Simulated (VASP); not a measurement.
# La5Lu2F (P-3m1) in VASP: further runs

La5Lu2F is run at these levels: PBE; tasks: single point.

Program: VASP 6.6.1. These are calculated values, not measurements. Logs are shortened: lines on timing, memory, paths and dates and some standing lists are left out, and cuts for length are marked.

## Step 1: The cell of the first run

It takes space group P-3m1 (No. 164, trigonal). The conventional cell has a = 3.684 Å, b = 3.684 Å, c = 20.918 Å, α = 90.00°, β = 90.00°, γ = 120.00°. La (site symmetry 3m) has 3 Lu at 3.57 Å and 9 La at 3.68 to 3.71 Å and 1 F at 4.74 Å within 4.8 Å. Within 3.8 Å of La (site symmetry 3m) lie 3 F at 2.72 Å and 9 La at 3.68 to 3.71 Å. Within 4.7 Å of La (site symmetry -3m) lie 6 Lu at 3.57 Å and 6 La at 3.68 Å. Lu (site symmetry 3m) has 6 La at 3.57 Å and 6 Lu at 3.68 Å within 4.7 Å. Within 3.7 Å of F (site symmetry -3m) lie 6 La at 2.72 Å and 6 F at 3.68 Å.

## Step 2: Single point, PBE

The input, INCAR:

```
SYSTEM = La5Lu2F
  PREC = Accurate
  ENCUT = 520
  EDIFF = 1E-7
  ISMEAR = 0
  SIGMA = 0.2
  LREAL = .FALSE.
  LASPH = .TRUE.
  NELM = 80
  ALGO = Normal
  ISIF = 2
  LWAVE = .FALSE.
  LCHARG = .FALSE.
  GGA = PE
  NBANDS = 66
```

The input, KPOINTS:

```
Automatic mesh
0
G
  6 6 1
  0 0 0
```

The input, POSCAR:

```
La5Lu2F
1.0
    3.6841447405      0.0000000000      0.0000000000
   -1.8420723702      3.1905629365      0.0000000000
    0.0000000000      0.0000000000     20.9179911507
La Lu F
5 2 1
Direct
    0.0000000000      0.0000000000      0.2264537660
    0.6666666667      0.3333333333      0.9189041884
    0.3333333333      0.6666666667      0.0810958116
    1.0000000000      1.0000000000      0.7735462340
    0.0000000000      0.0000000000      0.5000000000
    0.6666666667      0.3333333333      0.3632308756
    0.3333333333      0.6666666667      0.6367691244
    0.0000000000      0.0000000000      1.0000000000
```

Potentials or basis: VASP PAW PBE potentials, release 64 (La, Lu, F).

Run with:

```console
$ cat potpaw_PBE.64/La/POTCAR potpaw_PBE.64/Lu/POTCAR potpaw_PBE.64/F/POTCAR > POTCAR
$ mpirun -np 1 vasp_std > vasp.out
```

OUTCAR:

```text
SYSTEM = La5Lu2F
   PREC = Accurate
   ENCUT = 520
   EDIFF = 1E-7
   ISMEAR = 0
   LREAL = .FALSE.
   LASPH = .TRUE.
   NELM = 80
   ISIF = 2
   GGA = PE

 ion  position               nearest neighbor table
   1  0.000  0.000  0.226-   6 3.57   6 3.57   6 3.57
   2  0.667  0.333  0.919-   8 2.72   8 2.72   8 2.72
   3  0.333  0.667  0.081-   8 2.72   8 2.72   8 2.72
   4  0.000  0.000  0.774-   7 3.57   7 3.57   7 3.57
   5  0.000  0.000  0.500-   6 3.57   7 3.57   7 3.57   6 3.57   6 3.57   7 3.57
   6  0.667  0.333  0.363-   5 3.57   5 3.57   5 3.57   1 3.57   1 3.57   1 3.57
   7  0.333  0.667  0.637-   5 3.57   5 3.57   5 3.57   4 3.57   4 3.57   4 3.57
   8  0.000  0.000  0.000-   2 2.72   3 2.72   3 2.72   2 2.72   2 2.72   3 2.72

  LATTYP: Found a hexagonal cell.
 ALAT       =     3.6841447405
 C/A-ratio  =     5.6778418396

  Lattice vectors:

 A1 = (   3.6841447405,   0.0000000000,   0.0000000000)
 A2 = (  -1.8420723702,   3.1905629365,   0.0000000000)
 A3 = (   0.0000000000,   0.0000000000,  20.9179911507)

Analysis of symmetry for initial positions (statically):
=====================================================================
 Subroutine PRICEL returns:
 Original cell was already a primitive cell.

 Routine SETGRP: Setting up the symmetry group for a
 hexagonal supercell.

 Subroutine GETGRP returns: Found 12 space group operations
 (whereof 12 operations were pure point group operations)
 out of a pool of 24 trial point group operations.

The static configuration has the point symmetry D_3d.

Analysis of symmetry for dynamics (positions and initial velocities):
=====================================================================
 Subroutine PRICEL returns:
 Original cell was already a primitive cell.

 Routine SETGRP: Setting up the symmetry group for a
 hexagonal supercell.

 Subroutine GETGRP returns: Found 12 space group operations
 (whereof 12 operations were pure point group operations)
 out of a pool of 24 trial point group operations.

The dynamic configuration has the point symmetry D_3d.

 Subroutine INISYM returns: Found 12 space group operations
 (whereof 12 operations are pure point group operations),
 and found     1 'primitive' translations

----------------------------------------------------------------------------------------

                                     Primitive cell

  volume of cell :     245.8804

  direct lattice vectors                    reciprocal lattice vectors
     3.684144740  0.000000000  0.000000000     0.271433418  0.156712157  0.000000000
    -1.842072370  3.190562937  0.000000000     0.000000000  0.313424314  0.000000000
     0.000000000  0.000000000 20.917991151     0.000000000  0.000000000  0.047805738

  length of vectors
     3.684144740  3.684144740 20.917991151     0.313424314  0.313424314  0.047805738

  position of ions in fractional coordinates (direct lattice)
     0.000000000  0.000000000  0.226453766
     0.666666667  0.333333333  0.918904188
     0.333333333  0.666666667  0.081095812
     0.000000000  0.000000000  0.773546234
     0.000000000  0.000000000  0.500000000
     0.666666667  0.333333333  0.363230876
     0.333333333  0.666666667  0.636769124
     0.000000000  0.000000000  0.000000000

  ion indices of the primitive-cell ions
   primitive index   ion index
                 1           1
                 2           2
                 3           3
                 4           4
                 5           5
                 6           6
                 7           7
                 8           8

----------------------------------------------------------------------------------------

 KPOINTS: Automatic mesh

Automatic generation of k-mesh.
 Grid dimensions read from file:
 generate k-points for:    6    6    1

 Generating k-lattice:

  Cartesian coordinates                     Fractional coordinates (reciprocal lattice)
     0.045238903  0.026118693  0.000000000     0.166666667  0.000000000  0.000000000
     0.000000000  0.052237386  0.000000000     0.000000000  0.166666667  0.000000000
     0.000000000  0.000000000  0.047805738     0.000000000  0.000000000  1.000000000

  Length of vectors
     0.052237386  0.052237386  0.047805738

  Shift w.r.t. Gamma in fractional coordinates (k-lattice)
     0.000000000  0.000000000  0.000000000

 Subroutine IBZKPT returns following result:
 ===========================================

 Found      7 irreducible k-points:

 Following reciprocal coordinates:
            Coordinates               Weight
  0.000000  0.000000  0.000000      1.000000
  0.166667  0.000000  0.000000      6.000000
  0.333333  0.000000  0.000000      6.000000
  0.500000 -0.000000  0.000000      3.000000
  0.166667  0.166667  0.000000      6.000000
  0.333333  0.166667  0.000000     12.000000
  0.333333  0.333333  0.000000      2.000000
   k-points           NKPTS =      7   k-points in BZ     NKDIM =      7   number of bands    NBANDS=     66
   number of dos      NEDOS =    301   number of ions     NIONS =      8
   total plane-waves  NPLWV = 125440
   dimension x,y,z NGX =    28 NGY =   28 NGZ =  160
   dimension x,y,z NGXF=    56 NGYF=   56 NGZF=  320
   ions per type =               5   2   1
   NGX,Y,Z   is equivalent  to a cutoff of  12.63, 12.63, 12.72 a.u.
   NGXF,Y,Z  is equivalent  to a cutoff of  25.27, 25.27, 25.43 a.u.
 SYSTEM =  La5Lu2F
   PREC   = accura    normal or accurate (medium, high low for compatibility)
   ISTART =      0    job   : 0-new  1-cont  2-samecut
   ICHARG =      2    charge: 1-file 2-atom 10-const
   ISPIN  =      1    spin polarized calculation?
   LNONCOLLINEAR =      F non collinear calculations
   LSORBIT =      F    spin-orbit coupling
   LASPH  =      T    aspherical Exc in radial PAW
   ENCUT  =  520.0 eV  38.22 Ry    6.18 a.u.   6.85  6.85 38.89*2*pi/ulx,y,z
   NELM   =     80;   NELMIN=  2; NELMDL= -5     # of ELM steps
   EDIFF  = 0.1E-06   stopping-criterion for ELM
   LREAL  =      F    real-space projection
   EDIFFG = 0.1E-05   stopping-criterion for IOM
   NSW    =      0    number of steps for IOM
   IBRION =     -1    ionic relax: 0-MD 1-quasi-New 2-CG
   NFREE  =      0    steps in history (QN), initial steepest desc. (CG)
   ISIF   =      2    stress and relaxation
   ISYM   =      2    0-nonsym 1-usesym 2-fastsym
   POTIM  = 0.5000    time-step for ionic-motion
   TEBEG  =    0.0;   TEEND  =   0.0 temperature during run
   PSTRESS=    0.0 pullay stress
   NELECT =     112.0000    total number of electrons
   NUPDOWN=      -1.0000    fix difference up-down
   EMIN   =  10.00;   EMAX   =-10.00  energy-range for DOS
   EFERMI =   0.00;   METHOD = LEGACY
   ISMEAR =     0;   SIGMA  =   0.20  broadening in eV -4-tet -1-fermi 0-gaus
   EFERMI_NEDOS =   21; number of points for ismear=-14 and -15
   IALGO  =     38    algorithm
   IMIX   =      4    mixing-type and parameters
     AMIX     =   0.40;   BMIX     =  1.00
     AMIX_MAG =   1.60;   BMIX_MAG =  1.00
  volume/ion in A,a.u.               =      30.74       207.41
  Fermi-wavevector in a.u.,A,eV,Ry     =   1.259620  2.380336 21.587579  1.586642
  Thomas-Fermi vector in A             =   2.393171
   LORBIT       =      0    0 simple, 1 ext, 2 COOP (PROOUT), +10 PAW based schemes
   GGA     = PE    functional components
   LHFCALC =     F    Hartree Fock is set to
   AEXX    =    0.0000 exact exchange contribution
   IVDW    =     0    specifies the selected vdW correction
   LEPSILON=     F    determine dielectric tensor
   LRPA    =     F    only Hartree local field effects (RPA)
 non-spin polarized calculation
 Gauss-broadening in eV      SIGMA  =   0.20
  energy-cutoff  :      520.00
  volume of cell :      245.88
 maximum number of plane-waves:      6666
 NGX is ok and might be reduce to    28
   NGX = 13   NGY = 13   NGZ = 77

 number of electron     111.9999982 magnetization

 Free energy of the ion-electron system (eV)
  ---------------------------------------------------
  ext. energy  EPLUGINS =         0.00000000
  ---------------------------------------------------
  free energy    TOTEN  =       -39.90916253 eV

  energy without entropy =      -39.69797541  energy(sigma->0) =      -39.80356897

 E-fermi :   6.7464     XC(G=0):  -9.9570

 val. band max:        6.7251253908   @ k =   0.1667   0.1667   0.0000
 cond. band min:       6.7634323297   @ k =   0.3333   0.1667   0.0000
 fundamental gap:      0.0383069389
 Fermi energy:         6.7464319134

 k-point     1 :       0.0000    0.0000    0.0000
  band No.  band energies     occupation
      1     -49.7812      2.00000
      2     -49.7812      2.00000
      3     -26.3118      2.00000
      4     -26.2357      2.00000
      5     -25.8612      2.00000
      6     -25.8234      2.00000
[... 58 lines left out ...]
     65       8.3121      0.00000
     66       8.3392      0.00000

 k-point     2 :       0.1667    0.0000    0.0000
  band No.  band energies     occupation
      1     -49.7793      2.00000
      2     -49.7793      2.00000
      3     -26.2630      2.00000
      4     -26.1975      2.00000
      5     -25.8220      2.00000
      6     -25.7855      2.00000
[... 58 lines left out ...]
     65       8.2530      0.00000
     66       8.2859      0.00000

 k-point     3 :       0.3333    0.0000    0.0000
  band No.  band energies     occupation
      1     -49.7755      2.00000
      2     -49.7755      2.00000
      3     -26.1603      2.00000
      4     -26.1217      2.00000
      5     -25.7419      2.00000
      6     -25.7083      2.00000
[... 58 lines left out ...]
     65       8.2767      0.00000
     66       8.3350      0.00000

 k-point     4 :       0.5000   -0.0000    0.0000
  band No.  band energies     occupation
      1     -49.7736      2.00000
      2     -49.7736      2.00000
      3     -26.1026      2.00000
      4     -26.0879      2.00000
      5     -25.7011      2.00000
      6     -25.6691      2.00000
[... 58 lines left out ...]
     65       8.2856      0.00000
     66       8.4149      0.00000

 k-point     5 :       0.1667    0.1667    0.0000
  band No.  band energies     occupation
      1     -49.7764      2.00000
      2     -49.7764      2.00000
      3     -26.1871      2.00000
      4     -26.1402      2.00000
      5     -25.7622      2.00000
      6     -25.7278      2.00000
[... 58 lines left out ...]
     65       8.0736      0.00000
     66       8.3288      0.00000

 k-point     6 :       0.3333    0.1667    0.0000
  band No.  band energies     occupation
      1     -49.7736      2.00000
      2     -49.7736      2.00000
      3     -26.1052      2.00000
      4     -26.0856      2.00000
      5     -25.7012      2.00000
      6     -25.6691      2.00000
[... 58 lines left out ...]
     65       8.0929      0.00000
     66       8.3251      0.00000

 k-point     7 :       0.3333    0.3333    0.0000
  band No.  band energies     occupation
      1     -49.7726      2.00000
      2     -49.7726      2.00000
      3     -26.0725      2.00000
      4     -26.0725      2.00000
      5     -25.6807      2.00000
      6     -25.6495      2.00000
[... 58 lines left out ...]
     65       7.7382      0.00000
     66       8.2028      0.00000

------------------------ aborting loop because EDIFF is reached ----------------------------------------

  FORCE on cell =-STRESS in cart. coord.  units (eV):
  Direction    XX          YY          ZZ          XY          YZ          ZX
  --------------------------------------------------------------------------------------
  -------------------------------------------------------------------------------------
  Total        0.3814737      0.3814737      0.5380985      0.0000000      0.0000000     -0.0000000
  in kB        2.4857145      2.4857145      3.5062947      0.0000000      0.0000000     -0.0000000
  external PRESSURE =       2.8259079 kB  Pullay stress =       0.0000000 kB

 VOLUME and BASIS-vectors are now :
 -----------------------------------------------------------------------------
  energy-cutoff  :      520.00
  volume of cell :      245.88
      direct lattice vectors                 reciprocal lattice vectors
     3.684144740  0.000000000  0.000000000     0.271433418  0.156712157  0.000000000
    -1.842072370  3.190562937  0.000000000     0.000000000  0.313424314  0.000000000
     0.000000000  0.000000000 20.917991151     0.000000000  0.000000000  0.047805738

 POSITION                                       TOTAL-FORCE (eV/Angst)
 -----------------------------------------------------------------------------------
      0.00000      0.00000      4.73696         0.000000      0.000000      0.012372
      1.84207      1.06352     19.22163         0.000000     -0.000000      0.064829
     -0.00000      2.12704      1.69636         0.000000      0.000000     -0.064829
      0.00000      0.00000     16.18103         0.000000      0.000000     -0.012372
      0.00000      0.00000     10.45900         0.000000      0.000000      0.000000
      1.84207      1.06352      7.59806        -0.000000     -0.000000      0.017058
     -0.00000      2.12704     13.31993         0.000000      0.000000     -0.017058
      0.00000      0.00000      0.00000         0.000000      0.000000      0.000000
 -----------------------------------------------------------------------------------
    total drift:                               -0.000000      0.000000      0.000000

  FREE ENERGIE OF THE ION-ELECTRON SYSTEM (eV)
  ---------------------------------------------------
  free  energy   TOTEN  =       -39.9091625257 eV

  energy  without entropy=      -39.6979754124  energy(sigma->0) =      -39.80356897
```

It took 9.1 min on 1 thread of AMD EPYC 7R43 (Zen 3), shared host; peak memory 0.36 GiB.

Results:

```
Free energy            : -39.9092 eV
Pressure               : 0.3 GPa
Largest force          : 0.065 eV/Å
Band gap on the k mesh : zero (bands 56 and 57 overlap by 0.86 eV)
```

Forces in eV/Å, atoms in the order of the input:
```
La   0.000  0.000  0.012
La   0.000  0.000  0.065
La   0.000  0.000 -0.065
La   0.000  0.000 -0.012
La   0.000  0.000  0.000
Lu   0.000  0.000  0.017
Lu   0.000  0.000 -0.017
F    0.000  0.000  0.000
```

Caveat: spin-orbit coupling is left out, which moves the levels of the heavy elements.

## Step 3: Single point, PBE (with an interstitial atom)

The input, INCAR:

```
PREC = Accurate
ENCUT = 520
EDIFF = 1E-6
ISMEAR = 0
SIGMA = 0.2
LREAL = False
LASPH = True
NELM = 80
ALGO = Normal
ISIF = 2
LWAVE = False
LCHARG = False
GGA = PE
NBANDS = 66
```

The input, KPOINTS:

```
regular mesh
0
Gamma
  5 5 1
```

The input, POSCAR:

```
La5Lu2F
1.0
    3.7428955191      0.0000000000      0.0000000000
   -1.8714477595      3.2414426032      0.0000000000
    0.0000000000      0.0000000000     20.6286294764
La Lu F
5 2 1
Direct
    0.0000000000      0.0000000000      0.2262306436
    0.6666666667      0.3333333333      0.9235619117
    0.3333333333      0.6666666667      0.0764380883
    0.0000000000      0.0000000000      0.7737693564
    0.0000000000      0.0000000000      0.5000000000
    0.6666666667      0.3333333333      0.3624841416
    0.3333333333      0.6666666667      0.6375158584
    0.0000000000      0.0000000000      0.0000000000
```

Potentials or basis: VASP PAW PBE potentials, release 64 (La, Lu, F).

Run with:

```console
$ cat potpaw_PBE.64/La/POTCAR potpaw_PBE.64/Lu/POTCAR potpaw_PBE.64/F/POTCAR > POTCAR
$ mpirun -np 1 vasp_std > vasp.out
```

Wall time 4.3 min (1 thread of AMD EPYC 7R43 (Zen 3), shared host); peak memory 0.35 GiB.

Results (log left out):

| Item | Value |
| --- | --- |
| Free energy | -39.7792 eV |
| Pressure | 0.1 GPa |
| Largest force | 0.005 eV/Å |
| Band gap on the k mesh | zero (bands 56 and 57 overlap by 1.05 eV) |

Forces on the atoms (eV/Å):
```
La   0.000  0.000 -0.005
La   0.000  0.000  0.000
La   0.000  0.000  0.000
La   0.000  0.000  0.005
La   0.000  0.000  0.000
Lu   0.000  0.000  0.005
Lu   0.000  0.000 -0.005
F    0.000  0.000  0.000
```

Stress tensor (GPa, compression positive):
```
0.07 0.00 0.00
0.00 0.07 0.00
0.00 0.00 0.27
```

Levels at points of the mesh, in eV from the Fermi level:
```
           k point  band 53  band 54  band 55  band 56  band 57  band 58  band 59  band 60
(0.00, 0.00, 0.00)    -1.01     0.53     0.60     0.98     0.98     1.28     1.29     1.36
```

Caveat: the k points lie up to 0.39 Å⁻¹ apart, too coarse for converged energies and pressures of a metal; the cell differs from its parent crystal (with an interstitial atom); spin-orbit coupling is left out, which moves the levels of the heavy elements.
